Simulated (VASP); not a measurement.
Input of a VASP 6.6.1 run:

The input INCAR:

```
SYSTEM = NaI
  PREC = Accurate
  ENCUT = 500
  EDIFF = 1E-6
  ISMEAR = 0
  SIGMA = 0.01
  LREAL = .FALSE.
  LASPH = .TRUE.
  NELM = 120
  ALGO = Normal
  ISIF = 2
  LWAVE = .FALSE.
  LCHARG = .TRUE.
  GGA = PE
  LELF = .TRUE.
  LVHAR = .TRUE.
  NBANDS = 14
  GGA_COMPAT = .FALSE.
```

The input KPOINTS:

```
regular mesh
0
G
  4 4 4
  0 0 0
```

Contents of POSCAR:

```
NaI
1.0
    0.0000000000      3.1182221787      3.1182221787
    3.1182221787      0.0000000000      3.1182221787
    3.1182221787      3.1182221787      0.0000000000
Na I
1 1
Direct
    0.0000000000      0.0000000000      0.0000000000
    0.5000000000      0.5000000000      0.5000000000
```

Potentials or basis: VASP PAW PBE potentials, release 64 (Na_pv, I).

Run with:

```console
$ cat potpaw_PBE.64/Na_pv/POTCAR potpaw_PBE.64/I/POTCAR > POTCAR
$ mpirun -np 1 vasp_std > vasp.out
```

(1) Predict the pressure.

(2) What does it give for the band gap on the k mesh?

Results:

(1) 3.0 GPa.

(2) 3.97 eV, direct.

Caveat: the k points lie up to 0.44 Å⁻¹ apart; spin-orbit coupling is left out, which moves the levels of the heavy elements.
